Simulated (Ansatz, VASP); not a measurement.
**CsCu3 in VASP and in Ansatz**

File INCAR:

```
PREC = Accurate
ENCUT = 600
EDIFF = 1E-6
ISMEAR = 0
SIGMA = 0.1
LREAL = False
LASPH = True
NELM = 80
ALGO = Fast
ISIF = 3
LWAVE = False
LCHARG = False
GGA = PE
IBRION = 2
NSW = 100
EDIFFG = -0.01
```

The input KPOINTS:

```
regular mesh
0
Gamma
  10 10 10
```

File POSCAR:

```
CsCu3
1.0
    4.4520485004      0.0000000000      0.0000000000
    0.0000000000      4.4520485004      0.0000000000
    0.0000000000      0.0000000000      4.4520485004
Cs Cu
1 3
Direct
    0.0000000000      0.0000000000      0.0000000000
    0.0000000000      0.5000000000      0.5000000000
    0.5000000000      0.0000000000      0.5000000000
    0.5000000000      0.5000000000      0.0000000000
```

Input for Ansatz:

```yaml
crystal:
  lattice:
    - [4.4520485004, 0.0, 0.0]
    - [0.0, 4.4520485004, 0.0]
    - [0.0, 0.0, 4.4520485004]
  atoms:
    - { symbol: Cs, position: [0.0, 0.0, 0.0] }
    - { symbol: Cu, position: [0.0, 0.5, 0.5] }
    - { symbol: Cu, position: [0.5, 0.0, 0.5] }
    - { symbol: Cu, position: [0.5, 0.5, 0.0] }
basis:
  ecutwfc: 420
kpoints:
  mp_grid: { grid: [10, 10, 10] }
hamiltonian:
  xc: pbe
scf:
  occupations: { method: gaussian, width: 0.1 }
output:
  forces: true
  stress: true
  eigenvalues: true
relax:
  adjacent_minimum: "off"
  f_tol: 0.01
  max_steps: 80
  cell: { stress_tol: 0.05 }
```

Alike in both runs: task relaxation of cell and atoms; functional PBE; k mesh 10 × 10 × 10; occupations gaussian, width 0.1 eV; no spin polarisation.

|  | VASP | Ansatz |
| --- | --- | --- |
| version | VASP 6.6.1 | Ansatz 0.2.0 |
| potentials or method | VASP PAW PBE potentials, release 64 (Cs_sv, Cu), cutoff 600 eV | scalar-relativistic, plane waves, PAW |
| valence electrons in the cell | 42 | 66 |

VASP gave:

| Item | Value |
| --- | --- |
| gap on the k mesh at the Fermi level, each at its own relaxed structure (eV) | none |
| relaxed volume (Å³/atom) | 22.39 |
| relaxed length of the cell vector where the two differ most in proportion (Å) | 4.474 |

Q: Which values does Ansatz return?

A: gap on the k mesh at the Fermi level, each at its own relaxed structure (eV): none; relaxed volume (Å³/atom): 22.06; relaxed length of the cell vector where the two differ most in proportion (Å): 4.452.

A gap of «none» marks a metal or a gap that the smearing closes. VASP's potentials hold 42 valence electrons a cell and Ansatz's 66, so a difference there can come from the potentials and not from the codes.

Spin-orbit coupling is off throughout.
